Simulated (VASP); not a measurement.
# Al (Cmcm) in VASP: single point with PBE

Aim: the single point of Al with PBE.

All numbers are computed with VASP 6.6.1; they aren't measurements. Logs are shortened: lines on timing, memory, paths and dates and some standing lists are left out, and cuts for length are marked.

### 1 The cell of the first run

It takes space group Cmcm (No. 63, orthorhombic). Conventional cell: a = 3.235 Å, b = 4.575 Å, c = 4.575 Å, α = 90.00°, β = 90.00°, γ = 90.00°. Al (site symmetry m2m) has 14 Al at 2.80 to 3.74 Å within 3.8 Å.

### 2 Single point, PBE

INCAR reads:

```
  PREC = Accurate
  ENCUT = 500
  EDIFF = 1E-6
  ISMEAR = 0
  SIGMA = 0.15
  LREAL = False
  LASPH = True
  NELM = 120
  ALGO = Normal
  ISIF = 2
  LWAVE = False
  LCHARG = False
  GGA = PE
  NBANDS = 10
  GGA_COMPAT = False
```

KPOINTS reads:

```
Automatic mesh
0
Gamma
  20 20 12
```

POSCAR reads:

```
Al
1.0
   -1.6175102401      1.6175102401      1.6175102401
    1.6175102401     -1.6175102401      1.6175102401
    3.2350204801      3.2350204801      0.0000000000
Al
2
Direct
    0.0732676020     -0.0732676020      0.0000000000
    0.4267323980      0.5732676020      0.5000000000
```

Potentials or basis: VASP PAW PBE potentials, release 64 (Al).

The run is started by

```
$ cat potpaw_PBE.64/Al/POTCAR > POTCAR
$ mpirun -np 1 vasp_std > vasp.out
```

OUTCAR:

```text
PREC = Accurate
   ENCUT = 500
   EDIFF = 1E-6
   ISMEAR = 0
   LREAL = False
   LASPH = True
   NELM = 120
   ISIF = 2
   GGA = PE

 ion  position               nearest neighbor table
   1  0.073  0.927  0.000-   2 2.80   2 2.80   2 2.88   2 2.88   2 2.88   2 2.88
   2  0.427  0.573  0.500-   1 2.80   1 2.80   1 2.88   1 2.88   1 2.88   1 2.88

  LATTYP: Found a base centered orthorhombic cell.
 ALAT       =     3.2350204802
 B/A-ratio  =     1.4142135624
 C/A-ratio  =     1.4142135623

  Lattice vectors:

 A1 = (  -1.6175102401,   1.6175102401,   1.6175102401)
 A2 = (   1.6175102401,  -1.6175102401,   1.6175102401)
 A3 = (   3.2350204801,   3.2350204801,   0.0000000000)

Analysis of symmetry for initial positions (statically):
=====================================================================
 Subroutine PRICEL returns:
 Original cell was already a primitive cell.

 Routine SETGRP: Setting up the symmetry group for a
 base centered orthorhombic supercell.

 Subroutine GETGRP returns: Found  8 space group operations
 (whereof  4 operations were pure point group operations)
 out of a pool of  8 trial point group operations.

The static configuration has the point symmetry C_2v.
 The point group associated with its full space group is D_2h.

Analysis of symmetry for dynamics (positions and initial velocities):
=====================================================================
 Subroutine PRICEL returns:
 Original cell was already a primitive cell.

 Routine SETGRP: Setting up the symmetry group for a
 base centered orthorhombic supercell.

 Subroutine GETGRP returns: Found  8 space group operations
 (whereof  4 operations were pure point group operations)
 out of a pool of  8 trial point group operations.

The dynamic configuration has the point symmetry C_2v.
 The point group associated with its full space group is D_2h.

 Subroutine INISYM returns: Found  8 space group operations
 (whereof  4 operations are pure point group operations),
 and found     1 'primitive' translations

----------------------------------------------------------------------------------------

                                     Primitive cell

  volume of cell :      33.8556

  direct lattice vectors                    reciprocal lattice vectors
    -1.617510240  1.617510240  1.617510240    -0.154558527  0.154558527  0.309117054
     1.617510240 -1.617510240  1.617510240     0.154558527 -0.154558527  0.309117054
     3.235020480  3.235020480  0.000000000     0.154558527  0.154558527  0.000000000

  length of vectors
     2.801609918  2.801609918  4.575009838     0.378589526  0.378589526  0.218578765

  position of ions in fractional coordinates (direct lattice)
     0.073267602  0.926732398  0.000000000
     0.426732398  0.573267602  0.500000000

  ion indices of the primitive-cell ions
   primitive index   ion index
                 1           1
                 2           2

----------------------------------------------------------------------------------------

 KPOINTS: Automatic mesh

Automatic generation of k-mesh.
 Grid dimensions read from file:
 generate k-points for:   20   20   12

 Generating k-lattice:

  Cartesian coordinates                     Fractional coordinates (reciprocal lattice)
    -0.007727926  0.007727926  0.015455853     0.050000000  0.000000000  0.000000000
     0.007727926 -0.007727926  0.015455853     0.000000000  0.050000000  0.000000000
     0.012879877  0.012879877  0.000000000     0.000000000  0.000000000  0.083333333

  Length of vectors
     0.018929476  0.018929476  0.018214897

  Shift w.r.t. Gamma in fractional coordinates (k-lattice)
     0.000000000  0.000000000  0.000000000

 Subroutine IBZKPT returns following result:
 ===========================================

 Found    777 irreducible k-points:

 Following reciprocal coordinates:
            Coordinates               Weight
  0.000000  0.000000  0.000000      1.000000
  0.050000  0.000000  0.000000      4.000000
  0.100000  0.000000  0.000000      4.000000
  0.150000  0.000000  0.000000      4.000000
  0.200000  0.000000  0.000000      4.000000
  0.250000  0.000000  0.000000      4.000000
[... 16 lines left out ...]
 -0.400000  0.050000  0.000000      4.000000
 -0.350000  0.050000  0.000000      4.000000
 [... further k-points ...]
   k-points           NKPTS =    777   k-points in BZ     NKDIM =    777   number of bands    NBANDS=     10
   number of dos      NEDOS =    301   number of ions     NIONS =      2
   total plane-waves  NPLWV =  14400
   dimension x,y,z NGX =    20 NGY =   20 NGZ =   36
   dimension x,y,z NGXF=    40 NGYF=   40 NGZF=   72
   ions per type =               2
   NGX,Y,Z   is equivalent  to a cutoff of  11.87, 11.87, 13.08 a.u.
   NGXF,Y,Z  is equivalent  to a cutoff of  23.74, 23.74, 26.16 a.u.
 SYSTEM =  unknown system
   PREC   = accura    normal or accurate (medium, high low for compatibility)
   ISTART =      0    job   : 0-new  1-cont  2-samecut
   ICHARG =      2    charge: 1-file 2-atom 10-const
   ISPIN  =      1    spin polarized calculation?
   LNONCOLLINEAR =      F non collinear calculations
   LSORBIT =      F    spin-orbit coupling
   LASPH  =      T    aspherical Exc in radial PAW
   ENCUT  =  500.0 eV  36.75 Ry    6.06 a.u.   5.11  5.11  8.34*2*pi/ulx,y,z
   NELM   =    120;   NELMIN=  2; NELMDL= -5     # of ELM steps
   EDIFF  = 0.1E-05   stopping-criterion for ELM
   LREAL  =      F    real-space projection
   EDIFFG = 0.1E-04   stopping-criterion for IOM
   NSW    =      0    number of steps for IOM
   IBRION =     -1    ionic relax: 0-MD 1-quasi-New 2-CG
   NFREE  =      0    steps in history (QN), initial steepest desc. (CG)
   ISIF   =      2    stress and relaxation
   ISYM   =      2    0-nonsym 1-usesym 2-fastsym
   POTIM  = 0.5000    time-step for ionic-motion
   TEBEG  =    0.0;   TEEND  =   0.0 temperature during run
   PSTRESS=    0.0 pullay stress
   NELECT =       6.0000    total number of electrons
   NUPDOWN=      -1.0000    fix difference up-down
   EMIN   =  10.00;   EMAX   =-10.00  energy-range for DOS
   EFERMI =   0.00;   METHOD = LEGACY
   ISMEAR =     0;   SIGMA  =   0.15  broadening in eV -4-tet -1-fermi 0-gaus
   EFERMI_NEDOS =   21; number of points for ismear=-14 and -15
   IALGO  =     38    algorithm
   IMIX   =      4    mixing-type and parameters
     AMIX     =   0.40;   BMIX     =  1.00
     AMIX_MAG =   1.60;   BMIX_MAG =  1.00
  volume/ion in A,a.u.               =      16.93       114.23
  Fermi-wavevector in a.u.,A,eV,Ry     =   0.919563  1.737722 11.505037  0.845596
  Thomas-Fermi vector in A             =   2.044771
   LORBIT       =      0    0 simple, 1 ext, 2 COOP (PROOUT), +10 PAW based schemes
   GGA     = PE    functional components
   LHFCALC =     F    Hartree Fock is set to
   AEXX    =    0.0000 exact exchange contribution
   IVDW    =     0    specifies the selected vdW correction
   LEPSILON=     F    determine dielectric tensor
   LRPA    =     F    only Hartree local field effects (RPA)
 non-spin polarized calculation
 Gauss-broadening in eV      SIGMA  =   0.15
  energy-cutoff  :      500.00
  volume of cell :       33.86
 maximum number of plane-waves:       882
   NGX = 11   NGY = 11   NGZ = 17

 number of electron       6.0000000 magnetization

 Free energy of the ion-electron system (eV)
  ---------------------------------------------------
  ext. energy  EPLUGINS =         0.00000000
  ---------------------------------------------------
  free energy    TOTEN  =        -7.35928687 eV

  energy without entropy =       -7.34894870  energy(sigma->0) =       -7.35411779

 E-fermi :   7.6924     XC(G=0): -10.0993

 val. band max:        7.6890426643   @ k =   0.5000   0.2500   0.0000
 cond. band min:       7.6937441356   @ k =   0.4000   0.3500   0.4167
 fundamental gap:      0.0047014713
 Fermi energy:         7.6924337998

 k-point     1 :       0.0000    0.0000    0.0000
  band No.  band energies     occupation
      1      -3.2347      2.00000
      2       3.4749      2.00000
      3       3.8981      2.00000
      4      15.7542      0.00000
      5      15.9094      0.00000
      6      17.2182      0.00000
      7      18.4679      0.00000
      8      21.1107      0.00000
      9      21.5726      0.00000
     10      21.6604      0.00000

 k-point     2 :       0.0500    0.0000    0.0000
  band No.  band energies     occupation
      1      -3.1818      2.00000
      2       3.5239      2.00000
      3       3.9501      2.00000
      4      14.6299      0.00000
      5      15.8544      0.00000
      6      17.7588      0.00000
      7      19.1465      0.00000
      8      20.5080      0.00000
      9      20.7685      0.00000
     10      21.3807      0.00000

 k-point     3 :       0.1000    0.0000    0.0000
  band No.  band energies     occupation
      1      -3.0230      2.00000
      2       3.6709      2.00000
      3       4.1057      2.00000
      4      13.0237      0.00000
      5      15.4931      0.00000
      6      18.4531      0.00000
      7      19.2693      0.00000
      8      19.2879      0.00000
      9      20.1998      0.00000
     10      21.2839      0.00000

 k-point     4 :       0.1500    0.0000    0.0000
  band No.  band energies     occupation
      1      -2.7589      2.00000
      2       3.9158      2.00000
      3       4.3637      2.00000
      4      11.3966      0.00000
      5      15.0951      0.00000
      6      17.6973      0.00000
      7      17.9115      0.00000
      8      19.3276      0.00000
      9      19.7636      0.00000
     10      21.5391      0.00000
[... 222 lines left out ...]
 k-point    22 :      -0.4500    0.0500    0.0000
  band No.  band energies     occupation
      1       0.7216      2.00000
      2       3.4875      2.00000
      3       7.1389      2.00000
      4       7.7863      0.37605
      5      10.0058      0.00000
      6      10.4112      0.00000
      7      14.2195      0.00000
      8      17.0283      0.00000
      9      20.1690      0.00000
     10      20.5478      0.00000

 k-point    23 :      -0.4000    0.0500    0.0000
  band No.  band energies     occupation
      1      -0.1138      2.00000
      2       4.6535      2.00000
      3       6.3782      2.00000
      4       7.0064      2.00000
      5      11.1268      0.00000
      6      11.5220      0.00000
      7      14.6476      0.00000
      8      16.9416      0.00000
      9      20.5619      0.00000
     10      20.9159      0.00000

 k-point    24 :      -0.3500    0.0500    0.0000
  band No.  band energies     occupation
      1      -0.8557      2.00000
      2       5.6888      2.00000
      3       5.7509      2.00000
      4       6.4777      2.00000
      5      12.3721      0.00000
      6      12.6988      0.00000
      7      15.1411      0.00000
      8      16.9813      0.00000
      9      21.0004      0.00000
     10      21.2202      0.00000

 [... further k-points ...]

------------------------ aborting loop because EDIFF is reached ----------------------------------------

  FORCE on cell =-STRESS in cart. coord.  units (eV):
  Direction    XX          YY          ZZ          XY          YZ          ZX
  --------------------------------------------------------------------------------------
  -------------------------------------------------------------------------------------
  Total        0.3106803      0.3106803     -0.4355859     -0.2326831      0.0000000      0.0000000
  in kB       14.7025701     14.7025701    -20.6135759    -11.0114432      0.0000000      0.0000000
  external PRESSURE =       2.9305214 kB  Pullay stress =       0.0000000 kB

 VOLUME and BASIS-vectors are now :
 -----------------------------------------------------------------------------
  energy-cutoff  :      500.00
  volume of cell :       33.86
      direct lattice vectors                 reciprocal lattice vectors
    -1.617510240  1.617510240  1.617510240    -0.154558527  0.154558527  0.309117054
     1.617510240 -1.617510240  1.617510240     0.154558527 -0.154558527  0.309117054
     3.235020480  3.235020480  0.000000000     0.154558527  0.154558527  0.000000000

 POSITION                                       TOTAL-FORCE (eV/Angst)
 -----------------------------------------------------------------------------------
      1.38049     -1.38049      1.61751         0.025145     -0.025145      0.000000
      1.85453      1.38049      1.61751        -0.025145      0.025145      0.000000
 -----------------------------------------------------------------------------------
    total drift:                                0.000000      0.000000     -0.000000

  FREE ENERGIE OF THE ION-ELECTRON SYSTEM (eV)
  ---------------------------------------------------
  free  energy   TOTEN  =        -7.3592868748 eV

  energy  without entropy=       -7.3489487045  energy(sigma->0) =       -7.35411779
```

It took 83 s on 1 thread of AMD EPYC 7R13 (Zen 3), shared host; peak memory 0.27 GiB.

Results:

```
Free energy            : -7.3593 eV
Pressure               : 0.3 GPa
Largest force          : 0.036 eV/Å
Band gap on the k mesh : zero (bands 3 and 4 overlap by 8.74 eV)
```

Forces on the atoms (eV/Å):
```
Al   0.025 -0.025  0.000
Al  -0.025  0.025  0.000
```

Levels at points of the mesh, in eV from the Fermi level:
```tsv
k point	band 1	band 2	band 3	band 4	band 5	band 6
(0.00, 0.00, 0.00)	-10.93	-4.22	-3.79	8.06	8.22	9.53
(0.50, 0.00, 0.00)	-5.96	-5.47	0.18	1.15	1.32	1.42
(0.50, 0.50, 0.00)	-4.20	-3.91	1.89	2.11	2.45	2.52
(0.00, 0.00, 0.50)	-9.17	-9.17	4.23	4.23	9.30	9.30
(0.50, 0.00, 0.50)	-4.31	-4.31	-3.71	-3.71	8.24	8.24
(0.50, 0.50, 0.50)	-2.86	-2.86	-1.76	-1.76	3.45	3.45
```
